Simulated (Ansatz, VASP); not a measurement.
## GaMo in VASP and in Ansatz

```xyz
2
Lattice="0.0000 2.5642 2.5642 2.5642 0.0000 2.5642 2.5642 2.5642 0.0000" Properties=species:S:1:pos:R:3 pbc="T T T"
Ga    2.5642    2.5642    2.5642
Mo    0.0000    0.0000    0.0000
```

Change from the starting cell: species swapped into the AgCl type (Fm-3m, No. 225).

Alike in both runs: functional PBE; k mesh 7 × 7 × 7; occupations gaussian, width 0.2 eV; no spin polarisation.

Ansatz relaxed the structure, and its values are those at the end. VASP's run is a single point on that final structure, the one shown.

|  | VASP | Ansatz |
| --- | --- | --- |
| version | VASP 6.6.1 | Ansatz 0.2.0 |
| potentials or method | VASP PAW PBE potentials, release 64 (Ga_d, Mo_sv), cutoff 520 eV | scalar-relativistic, plane waves, PAW |
| valence electrons in the cell | 27 | 27 |

|  | VASP | Ansatz | Ansatz less VASP |
| --- | --- | --- | --- |
| gap on the k mesh at the Fermi level (eV) | none | none | - |
| pressure (GPa) | 0.2 | -0.2 | -0.42 |

A gap of «none» marks a metal or a gap that the smearing closes.
